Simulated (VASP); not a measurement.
Runs of VASP 6.6.1 on NaI (zincblende type). The structure is that of space group F-43m (No. 216), or close to it. The cells are those of the table. 

```csv
task,level,cell,gap on the mesh (eV),pressure (GPa)
single point,PBE,"a = 5.103, b = 5.103, c = 5.141 Å, angles 59.8, 59.8, 60.5°, 2 atoms",3.71,-0.3
single point,PBE,"a = 5.065 Å, angles 60.0°, 2 atoms",3.77,0.0
electric field gradients,PBE,"a = 5.065, b = 5.065, c = 5.014 Å, angles 60.3, 60.3, 60.7°, 2 atoms",3.75,0.0
single point,PBEsol,"a = 5.065 Å, angles 60.0°, 2 atoms",(b),(a)
```

Alike in all rows: potentials or basis VASP PAW PBE potentials, release 64 (Na_pv, I); no spin polarisation; k mesh 10 × 10 × 10; cutoff (eV) 520; smearing fermi-dirac 0.05 eV.

Question: Fill in the values left out.

Answer: (a) -0.4; (b) 3.68.

Caveats: spin-orbit coupling is left out, which moves the levels of the heavy elements; the PAW data sets were made with another functional, which shifts forces and pressure a little (some runs).

A k mesh can miss the band edges, and the runs leave out spin-orbit coupling on I.
